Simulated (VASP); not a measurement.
Wanted: the native input for a VASP 6.6.1 run.

- Task: single point
- Functional: LDA
- Potentials or basis: VASP PAW LDA potentials, release 64 (La, Ga_d)
- Cutoff: 520 eV
- k mesh: 9 × 9 × 8
- Occupations: fermi-dirac, width 0.05 eV
- Spin: no spin polarisation
- Dipole correction: no
- Further INCAR settings: ALGO = Normal; EDIFF = 1e-06; NBANDS = 26

The structure of LaGa2 lies in POSCAR:

```
LaGa2
1.0
    4.2247510015      0.0000000000      0.0000000000
   -2.1123755007      3.6587416919      0.0000000000
    0.0000000000      0.0000000000      4.3492891844
La Ga
1 2
Direct
    0.0000000000      0.0000000000      0.0000000000
    0.3333333333      0.6666666667      0.5000000000
    0.6666666667      0.3333333333      0.5000000000
```

One way to write it, as run:

INCAR

```
SYSTEM = LaGa2
  PREC = Accurate
  ENCUT = 520
  EDIFF = 1E-6
  ISMEAR = -1
  SIGMA = 0.05
  LREAL = .FALSE.
  LASPH = .TRUE.
  NELM = 100
  ALGO = Normal
  ISIF = 2
  LWAVE = .FALSE.
  LCHARG = .TRUE.
  GGA = CA
  LELF = .TRUE.
  LVHAR = .TRUE.
  NBANDS = 26
```

KPOINTS

```
Automatic mesh
0
G
  9 9 8
  0 0 0
```

Potentials or basis: VASP PAW LDA potentials, release 64 (La, Ga_d).

Launch:

```console
$ cat potpaw_LDA.64/La/POTCAR potpaw_LDA.64/Ga_d/POTCAR > POTCAR
$ mpirun -np 1 vasp_std > vasp.out
```

It gave:

```
Pressure : 0.1 GPa
```

Run time: 82 s on 1 thread of AMD EPYC 7R43 64-Core Processor (Zen 3), on a shared host, peak memory 0.2 GiB.
